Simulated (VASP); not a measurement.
Runs of VASP 6.6.1 on SiNi. The structure is that of space group Pnma (No. 62), or close to it. The cells are those of the table. 

```csv
cell,further INCAR settings,gap on the mesh (eV),pressure (GPa),largest force (eV/Å)
"a = 5.088, b = 3.307, c = 5.528 Å, 8 atoms",ALGO = Fast; EDIFF = 1e-06; NBANDS = 38,none,2.9,0.11
"a = 5.088, b = 3.291, c = 5.528 Å, 8 atoms",ALGO = Fast; EDIFF = 1e-06; NBANDS = 38,none,4.0,0.15
"a = 5.088, b = 3.425, c = 5.528 Å, 8 atoms",ALGO = Fast; EDIFF = 1e-06; NBANDS = 38,none,(a),0.14
"a = 5.088, b = 3.417, c = 5.528 Å, 8 atoms",ALGO = Fast; EDIFF = 1e-07; NBANDS = 38,none,-3.0,0.13
"a = 5.088, b = 3.408, c = 5.528 Å, 8 atoms",ALGO = Fast; EDIFF = 1e-06; NBANDS = 38,none,(b),0.11
```

Alike in all rows: task single point; level PBEsol; potentials or basis VASP PAW PBE potentials, release 64 (Si, Ni); no spin polarisation; k mesh 8 × 12 × 8; cutoff (eV) 520; smearing gaussian 0.15 eV.

Estimate the missing entries.

(a) -4.0; (b) -3.2.

Caveats: the PAW data sets were made with another functional, which shifts forces and pressure a little; the cell stands under tension (at least some runs); the cell stands under pressure (at least some runs).

A gap of «none» marks levels without a gap at the run's occupations.
